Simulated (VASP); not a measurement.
# MgO (Cmcm) in VASP: a series of runs

The runs below take MgO through single point, with PBEsol.

All numbers are computed with VASP 6.6.1; they aren't measurements. Logs are shortened: lines on timing, memory, paths and dates and some standing lists are left out, and cuts for length are marked.

## 1. The cell of the first run

The structure is orthorhombic, space group Cmcm (No. 63). Conventional cell: a = 3.372 Å, b = 5.841 Å, c = 4.488 Å, α = 90.00°, β = 90.00°, γ = 90.00°. Within 2.6 Å of Mg (site symmetry m2m) lie 5 O at 1.93 to 2.25 Å. O (site symmetry m2m) has 5 Mg at 1.93 to 2.25 Å within 2.6 Å.

## 2. Single point, PBEsol (mode 5 frozen in at -0.073 Å, strain +e along z and -e/2 along x and y +0.0700)

Input file INCAR:

```
SYSTEM = MgO
PREC     = Accurate       ! precision mode
ENCUT    = 520            ! plane-wave cutoff, eV
EDIFF    = 1E-6           ! SCF threshold, eV
ISMEAR   = 0              ! smearing method
SIGMA    = 0.05           ! smearing width, eV
LREAL    = .False.        ! projectors in reciprocal space
LASPH    = .True.         ! aspherical terms in the spheres
NELM     = 80             ! most SCF steps
ALGO     = Normal         ! electronic algorithm
ISIF     = 2              ! what is computed and relaxed
LWAVE    = .False.        ! write WAVECAR
LCHARG   = .False.        ! write CHGCAR
GGA      = PS             ! functional
NBANDS   = 16             ! bands
```

Input file KPOINTS:

```
Automatic mesh
0
Gamma
  9 9 6
  0 0 0
```

Input file POSCAR:

```
MgO
1.0
    3.3724495628      0.0000000000      0.0000000000
   -1.6862247814      2.9206269943      0.0000000000
    0.0000000000      0.0000000000      4.4883431560
Mg O
2 2
Direct
    0.6545737154      0.3091474307      0.7500000000
    0.3454262846      0.6908525693      0.2500000000
    0.6755705704      0.3511411408      0.2500000000
    0.3244294296      0.6488588592      0.7500000000
```

Potentials or basis: VASP PAW PBE potentials, release 64 (Mg, O).

Launch:

```console
> cat potpaw_PBE.64/Mg/POTCAR potpaw_PBE.64/O/POTCAR > POTCAR
> mpirun -np 1 vasp_std > vasp.out
```

OUTCAR:

```text
SYSTEM = MgO
   PREC = Accurate
   ENCUT = 520
   EDIFF = 1E-6
   ISMEAR = 0
   LREAL = .False.
   LASPH = .True.
   NELM = 80
   ISIF = 2
   GGA = PS

 ion  position               nearest neighbor table
   1  0.655  0.309  0.750-   4 1.93   4 1.96   4 1.96   3 2.25   3 2.25   2 2.88   2 2.88   2 3.02
                             2 3.02   2 3.02   2 3.02
   2  0.345  0.691  0.250-   3 1.93   3 1.96   3 1.96   4 2.25   4 2.25   1 2.88   1 2.88   1 3.02
                             1 3.02   1 3.02   1 3.02
   3  0.676  0.351  0.250-   2 1.93   2 1.96   2 1.96   1 2.25   1 2.25
   4  0.324  0.649  0.750-   1 1.93   1 1.96   1 1.96   2 2.25   2 2.25

  LATTYP: Found a hexagonal cell.
 ALAT       =     3.3724495628
 C/A-ratio  =     1.3308851837

  Lattice vectors:

 A1 = (   3.3724495628,   0.0000000000,   0.0000000000)
 A2 = (  -1.6862247814,   2.9206269943,   0.0000000000)
 A3 = (   0.0000000000,   0.0000000000,   4.4883431560)

Analysis of symmetry for initial positions (statically):
=====================================================================
 Subroutine PRICEL returns:
 Original cell was already a primitive cell.

 Routine SETGRP: Setting up the symmetry group for a
 hexagonal supercell.

 Subroutine GETGRP returns: Found  8 space group operations
 (whereof  4 operations were pure point group operations)
 out of a pool of 24 trial point group operations.

The static configuration has the point symmetry C_2h.
 The point group associated with its full space group is D_2h.

Analysis of symmetry for dynamics (positions and initial velocities):
=====================================================================
 Subroutine PRICEL returns:
 Original cell was already a primitive cell.

 Routine SETGRP: Setting up the symmetry group for a
 hexagonal supercell.

 Subroutine GETGRP returns: Found  8 space group operations
 (whereof  4 operations were pure point group operations)
 out of a pool of 24 trial point group operations.

The dynamic configuration has the point symmetry C_2h.
 The point group associated with its full space group is D_2h.

 Subroutine INISYM returns: Found  8 space group operations
 (whereof  4 operations are pure point group operations),
 and found     1 'primitive' translations

----------------------------------------------------------------------------------------

                                     Primitive cell

  volume of cell :      44.2087

  direct lattice vectors                    reciprocal lattice vectors
     3.372449563  0.000000000  0.000000000     0.296520372  0.171196117  0.000000000
    -1.686224781  2.920626994  0.000000000     0.000000000  0.342392234  0.000000000
     0.000000000  0.000000000  4.488343156     0.000000000  0.000000000  0.222799364

  length of vectors
     3.372449563  3.372449563  4.488343156     0.342392234  0.342392234  0.222799364

  position of ions in fractional coordinates (direct lattice)
     0.654573715  0.309147431  0.750000000
     0.345426285  0.690852569  0.250000000
     0.675570570  0.351141141  0.250000000
     0.324429430  0.648858859  0.750000000

  ion indices of the primitive-cell ions
   primitive index   ion index
                 1           1
                 2           2
                 3           3
                 4           4

----------------------------------------------------------------------------------------

 KPOINTS: Automatic mesh

Automatic generation of k-mesh.
 Grid dimensions read from file:
 generate k-points for:    9    9    6

 Generating k-lattice:

  Cartesian coordinates                     Fractional coordinates (reciprocal lattice)
     0.032946708  0.019021791  0.000000000     0.111111111  0.000000000  0.000000000
     0.000000000  0.038043582  0.000000000     0.000000000  0.111111111  0.000000000
     0.000000000  0.000000000  0.037133227     0.000000000  0.000000000  0.166666667

  Length of vectors
     0.038043582  0.038043582  0.037133227

  Shift w.r.t. Gamma in fractional coordinates (k-lattice)
     0.000000000  0.000000000  0.000000000

 Subroutine IBZKPT returns following result:
 ===========================================

 Found    100 irreducible k-points:

 Following reciprocal coordinates:
            Coordinates               Weight
  0.000000  0.000000  0.000000      1.000000
  0.111111  0.000000  0.000000      4.000000
  0.000000  0.111111  0.000000      2.000000
  0.222222  0.000000  0.000000      4.000000
  0.000000  0.222222  0.000000      2.000000
  0.333333  0.000000  0.000000      4.000000
[... 16 lines left out ...]
 -0.222222 -0.444444  0.000000      4.000000
  0.444444  0.333333  0.000000      4.000000
 [... further k-points ...]
   k-points           NKPTS =    100   k-points in BZ     NKDIM =    100   number of bands    NBANDS=     16
   number of dos      NEDOS =    301   number of ions     NIONS =      4
   total plane-waves  NPLWV =  28224
   dimension x,y,z NGX =    28 NGY =   28 NGZ =   36
   dimension x,y,z NGXF=    56 NGYF=   56 NGZF=   72
   ions per type =               2   2
   NGX,Y,Z   is equivalent  to a cutoff of  13.80, 13.80, 13.33 a.u.
   NGXF,Y,Z  is equivalent  to a cutoff of  27.61, 27.61, 26.67 a.u.
 SYSTEM =  MgO
   PREC   = accura    normal or accurate (medium, high low for compatibility)
   ISTART =      0    job   : 0-new  1-cont  2-samecut
   ICHARG =      2    charge: 1-file 2-atom 10-const
   ISPIN  =      1    spin polarized calculation?
   LNONCOLLINEAR =      F non collinear calculations
   LSORBIT =      F    spin-orbit coupling
   LASPH  =      T    aspherical Exc in radial PAW
   ENCUT  =  520.0 eV  38.22 Ry    6.18 a.u.   6.27  6.27  8.35*2*pi/ulx,y,z
   NELM   =     80;   NELMIN=  2; NELMDL= -5     # of ELM steps
   EDIFF  = 0.1E-05   stopping-criterion for ELM
   LREAL  =      F    real-space projection
   EDIFFG = 0.1E-04   stopping-criterion for IOM
   NSW    =      0    number of steps for IOM
   IBRION =     -1    ionic relax: 0-MD 1-quasi-New 2-CG
   NFREE  =      0    steps in history (QN), initial steepest desc. (CG)
   ISIF   =      2    stress and relaxation
   ISYM   =      2    0-nonsym 1-usesym 2-fastsym
   POTIM  = 0.5000    time-step for ionic-motion
   TEBEG  =    0.0;   TEEND  =   0.0 temperature during run
   PSTRESS=    0.0 pullay stress
   NELECT =      16.0000    total number of electrons
   NUPDOWN=      -1.0000    fix difference up-down
   EMIN   =  10.00;   EMAX   =-10.00  energy-range for DOS
   EFERMI =   0.00;   METHOD = LEGACY
   ISMEAR =     0;   SIGMA  =   0.05  broadening in eV -4-tet -1-fermi 0-gaus
   EFERMI_NEDOS =   21; number of points for ismear=-14 and -15
   IALGO  =     38    algorithm
   IMIX   =      4    mixing-type and parameters
     AMIX     =   0.40;   BMIX     =  1.00
     AMIX_MAG =   1.60;   BMIX_MAG =  1.00
  volume/ion in A,a.u.               =      11.05        74.58
  Fermi-wavevector in a.u.,A,eV,Ry     =   1.166664  2.204674 18.518941  1.361104
  Thomas-Fermi vector in A             =   2.303174
   LORBIT       =      0    0 simple, 1 ext, 2 COOP (PROOUT), +10 PAW based schemes
   GGA     = PS    functional components
   LHFCALC =     F    Hartree Fock is set to
   AEXX    =    0.0000 exact exchange contribution
   IVDW    =     0    specifies the selected vdW correction
   LEPSILON=     F    determine dielectric tensor
   LRPA    =     F    only Hartree local field effects (RPA)
 non-spin polarized calculation
 Gauss-broadening in eV      SIGMA  =   0.05
  energy-cutoff  :      520.00
  volume of cell :       44.21
 maximum number of plane-waves:      1217
 NGX is ok and might be reduce to    28
   NGX = 13   NGY = 13   NGZ = 17

 number of electron      15.9999997 magnetization

 Free energy of the ion-electron system (eV)
  ---------------------------------------------------
  ext. energy  EPLUGINS =         0.00000000
  ---------------------------------------------------
  free energy    TOTEN  =       -24.55591943 eV

  energy without entropy =      -24.55591943  energy(sigma->0) =      -24.55591943

 E-fermi :   2.1780     XC(G=0): -10.3055

 val. band max:        1.9841102343   @ k =   0.0000   0.0000   0.0000
 cond. band min:       5.1344821179   @ k =   0.0000   0.0000   0.0000
 fundamental gap:      3.1503718836
 Fermi energy:         2.1780373148

 k-point     1 :       0.0000    0.0000    0.0000
  band No.  band energies     occupation
      1     -14.9627      2.00000
      2     -13.7390      2.00000
      3      -1.9753      2.00000
      4       0.2509      2.00000
      5       0.3140      2.00000
      6       0.8471      2.00000
[... 8 lines left out ...]
     15      17.5618      0.00000
     16      17.6310      0.00000

 k-point     2 :       0.1111    0.0000    0.0000
  band No.  band energies     occupation
      1     -14.8958      2.00000
      2     -13.7349      2.00000
      3      -1.8626      2.00000
      4       0.0310      2.00000
      5       0.2075      2.00000
      6       0.6291      2.00000
[... 8 lines left out ...]
     15      17.0119      0.00000
     16      17.2585      0.00000

 k-point     3 :       0.0000    0.1111    0.0000
  band No.  band energies     occupation
      1     -14.8975      2.00000
      2     -13.7314      2.00000
      3      -1.8670      2.00000
      4       0.0369      2.00000
      5       0.1736      2.00000
      6       0.5527      2.00000
[... 8 lines left out ...]
     15      17.0372      0.00000
     16      17.1728      0.00000

 k-point     4 :       0.2222    0.0000    0.0000
  band No.  band energies     occupation
      1     -14.7121      2.00000
      2     -13.7349      2.00000
      3      -1.5381      2.00000
      4      -0.6157      2.00000
      5       0.0092      2.00000
      6       0.1217      2.00000
[... 8 lines left out ...]
     15      16.0661      0.00000
     16      16.3227      0.00000
[... 324 lines left out ...]
 k-point    22 :       0.3333    0.2222    0.0000
  band No.  band energies     occupation
      1     -14.1495      2.00000
      2     -13.8735      2.00000
      3      -1.6844      2.00000
      4      -0.6141      2.00000
      5      -0.3262      2.00000
      6      -0.2540      2.00000
[... 8 lines left out ...]
     15      15.6050      0.00000
     16      17.4443      0.00000

 k-point    23 :      -0.2222   -0.4444    0.0000
  band No.  band energies     occupation
      1     -14.1810      2.00000
      2     -13.8362      2.00000
      3      -1.7587      2.00000
      4      -0.5773      2.00000
      5      -0.4073      2.00000
      6      -0.2324      2.00000
[... 8 lines left out ...]
     15      15.7736      0.00000
     16      17.1929      0.00000

 k-point    24 :       0.4444    0.3333    0.0000
  band No.  band energies     occupation
      1     -14.1239      2.00000
      2     -13.9029      2.00000
      3      -1.6507      2.00000
      4      -0.5646      2.00000
      5      -0.3258      2.00000
      6      -0.2617      2.00000
[... 8 lines left out ...]
     15      15.4452      0.00000
     16      17.5098      0.00000

 [... further k-points ...]
[... 5 lines left out ...]
  --------------------------------------------------------------------------------------
  -------------------------------------------------------------------------------------
  Total        1.7480730      2.3555110     -2.1634877      0.0000000      0.0000000      0.0000000
  in kB       63.3523215     85.3666237    -78.4074625      0.0000000      0.0000000      0.0000000
  external PRESSURE =      23.4371609 kB  Pullay stress =       0.0000000 kB

 VOLUME and BASIS-vectors are now :
 -----------------------------------------------------------------------------
  energy-cutoff  :      520.00
  volume of cell :       44.21
      direct lattice vectors                 reciprocal lattice vectors
     3.372449563  0.000000000  0.000000000     0.296520372  0.171196117  0.000000000
    -1.686224781  2.920626994  0.000000000     0.000000000  0.342392234  0.000000000
     0.000000000  0.000000000  4.488343156     0.000000000  0.000000000  0.222799364

 POSITION                                       TOTAL-FORCE (eV/Angst)
 -----------------------------------------------------------------------------------
      1.68622      0.90290      3.36626        -0.000000      0.577728      0.000000
     -0.00000      2.01772      1.12209         0.000000     -0.577728      0.000000
      1.68622      1.02555      1.12209        -0.000000     -0.095813      0.000000
      0.00000      1.89507      3.36626         0.000000      0.095813      0.000000
 -----------------------------------------------------------------------------------
    total drift:                               -0.000000      0.000000     -0.000000

  FREE ENERGIE OF THE ION-ELECTRON SYSTEM (eV)
  ---------------------------------------------------
  free  energy   TOTEN  =       -24.5559194314 eV

  energy  without entropy=      -24.5559194314  energy(sigma->0) =      -24.55591943
```

It took 25 s on 1 thread of Intel Xeon 6975P-C (Granite Rapids), shared host; peak memory 0.2 GiB.

What came out:

```yaml
Free_energy: -24.5559 eV
Pressure: 2.3 GPa
Largest_force: 0.578 eV/Å
Band_gap_on_the_k_mesh: 3.15 eV, direct
```

Forces on the atoms (eV/Å):
```
Mg   0.000  0.578  0.000
Mg   0.000 -0.578  0.000
O    0.000 -0.096  0.000
O    0.000  0.096  0.000
```

Caveat: the cell differs from its parent crystal (mode 5 frozen in at -0.073 Å, strain +e along z and -e/2 along x and y +0.0700); the PAW data sets were made with another functional, which shifts forces and pressure a little.

## 3. Single point, PBEsol (mode 5 frozen in at +0.024 Å, strain +e along z and -e/2 along x and y +0.0700)

Input file INCAR:

```
SYSTEM = MgO
PREC = Accurate
ENCUT = 520
EDIFF = 1E-6
ISMEAR = 0
SIGMA = 0.05
LREAL = .FALSE.
LASPH = .TRUE.
NELM = 100
ALGO = Normal
ISIF = 2
LWAVE = .FALSE.
LCHARG = .FALSE.
GGA = PS
NBANDS = 16
```

Input file KPOINTS:

```
regular mesh
0
G
  9 9 6
  0 0 0
```

Input file POSCAR:

```
MgO
1.0
    3.3724495628      0.0000000000      0.0000000000
   -1.6862247814      2.9206269943      0.0000000000
    0.0000000000      0.0000000000      4.4883431560
Mg O
2 2
Direct
    0.6706976504      0.3413953009      0.7500000000
    0.3293023496      0.6586046991      0.2500000000
    0.6636986988      0.3273973975      0.2500000000
    0.3363013012      0.6726026025      0.7500000000
```

Potentials or basis: VASP PAW PBE potentials, release 64 (Mg, O).

Launch:

```console
> cat potpaw_PBE.64/Mg/POTCAR potpaw_PBE.64/O/POTCAR > POTCAR
> mpirun -np 1 vasp_std > vasp.out
```

It took 24 s on 1 thread of Intel Xeon 6975P-C (Granite Rapids), shared host; peak memory 0.21 GiB.

Results (log left out):

| Property | Result |
| --- | --- |
| Free energy | -24.5963 eV |
| Pressure | 2.3 GPa |
| Largest force | 0.176 eV/Å |
| Band gap on the k mesh | 3.18 eV, direct |

Forces in eV/Å, atoms in the order of the input:
```
Mg   0.000 -0.176  0.000
Mg   0.000  0.176  0.000
O    0.000  0.039  0.000
O    0.000 -0.039  0.000
```

Stress tensor (GPa, compression positive):
```
 7.97  0.00  0.00
 0.00  7.09  0.00
 0.00  0.00 -8.29
```

Levels at points of the mesh, in eV from the valence-band top:
```
           k point  band 4  band 5  band 6  band 7  band 8  band 9  band 10  band 11  band 12  band 13
(0.00, 0.00, 0.00)   -1.71   -1.68   -1.06   -1.00    0.00    3.18     9.00    11.07    12.97    13.15
(0.00, 0.00, 0.50)   -2.52   -1.38   -1.38   -1.36   -1.36    6.14     6.14    13.40    13.40    13.43
```

Caveat: the cell differs from its parent crystal (mode 5 frozen in at +0.024 Å, strain +e along z and -e/2 along x and y +0.0700); the PAW data sets were made with another functional, which shifts forces and pressure a little.

(Part 1 of 3 ends here.)
